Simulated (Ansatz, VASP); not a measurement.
**Two plane-wave programs on YTiC6N6**

```
Y Ti C N
1.0
     0.00000    5.75846    5.75846
     5.75846    0.00000    5.75846
     5.75846    5.75846    0.00000
Y Ti C N
1 1 6 6
Direct
  0.00000 0.00000 0.00000
  0.50000 0.50000 0.50000
  0.78234 0.21766 0.21766
  0.21766 0.78234 0.21766
  0.21766 0.21766 0.78234
  0.21766 0.78234 0.78234
  0.78234 0.21766 0.78234
  0.78234 0.78234 0.21766
  0.68070 0.31930 0.31930
  0.31930 0.68070 0.31930
  0.31930 0.31930 0.68070
  0.31930 0.68070 0.68070
  0.68070 0.31930 0.68070
  0.68070 0.68070 0.31930
```

Alike in both runs: functional PBE; k mesh 6 × 6 × 6; occupations gaussian, width 0.1 eV; collinear spin.

Ansatz relaxed the structure, and its values are those at the end. VASP's run is a single point on that final structure, the one shown.

|  | VASP | Ansatz |
| --- | --- | --- |
| version | VASP 6.6.1 | Ansatz 0.2.0 |
| potentials or method | VASP PAW PBE potentials, release 64 (Y_sv, Ti_sv, C, N), cutoff 520 eV | scalar-relativistic, plane waves, PAW |
| valence electrons in the cell | 77 | 77 |

Ansatz gave:

```
gap on the k mesh at the Fermi level (eV)                     : none
pressure (GPa)                                                : 0.0
rms of the force components (eV/Å)                            : 0.002
net moment per atom (μB)                                      : 0.07
size of the moment on the site where the two differ most (μB) : 0.52
```

Q: Estimate VASP's values.

A: gap on the k mesh at the Fermi level (eV): none; pressure (GPa): 0.3; rms of the force components (eV/Å): 0.207; net moment per atom (μB): 0.07; size of the moment on the site where the two differ most (μB): 0.65.

Site moments also hang on the region over which each program counts them. A gap of «none» marks a metal or a gap that the smearing closes. One of these differences is far larger than is usual between the two programs; its cause wasn't traced. Ansatz's warnings: xc potential rough in thin density.

Noted on VASP's run: the standard files for N, O and F lose accuracy on very short bonds.
